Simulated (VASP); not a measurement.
A run of VASP 6.6.1:

File INCAR:

```
PREC = Accurate ; ENCUT = 600
EDIFF = 1E-6 ; ISMEAR = -1
SIGMA = 0.1 ; LREAL = False
LASPH = True ; NELM = 200
ALGO = Normal ; ISIF = 2
LWAVE = False ; LCHARG = True
ISPIN = 2 ; MAGMOM = 4 -4
LORBIT = 11 ; LMAXMIX = 4
GGA = PS ; LELF = True
LVHAR = True ; NBANDS = 19
ISYM = 0 ; GGA_COMPAT = False
```

The input KPOINTS:

```
Automatic mesh
0
Gamma
  12 11 6
```

POSCAR

```
Fe
1.0
    1.4333000000     -1.4333000000     -1.4333000000
   -2.8666000000      0.0000000000      0.0000000000
    0.0000000000      2.8666000000     -2.8666000000
Fe
2
Direct
    0.0000000000      0.0000000000      0.0000000000
    0.0000000000      0.5000000000      0.5000000000
```

Potentials or basis: VASP PAW PBE potentials, release 64 (Fe).

Command:

```bash
$ cat potpaw_PBE.64/Fe/POTCAR > POTCAR
$ mpirun -np 1 vasp_std > vasp.out
```

Hardware: 1 thread of Oxide Virtual Turin-like Processor, on a shared host.

Question: Estimate the wall time of this run.

Answer: It took 4.5 min on 1 thread of Oxide Virtual Turin-like Processor, with other jobs on the host, peak memory 0.36 GiB. Counts: scf iterations 15, k points 398.
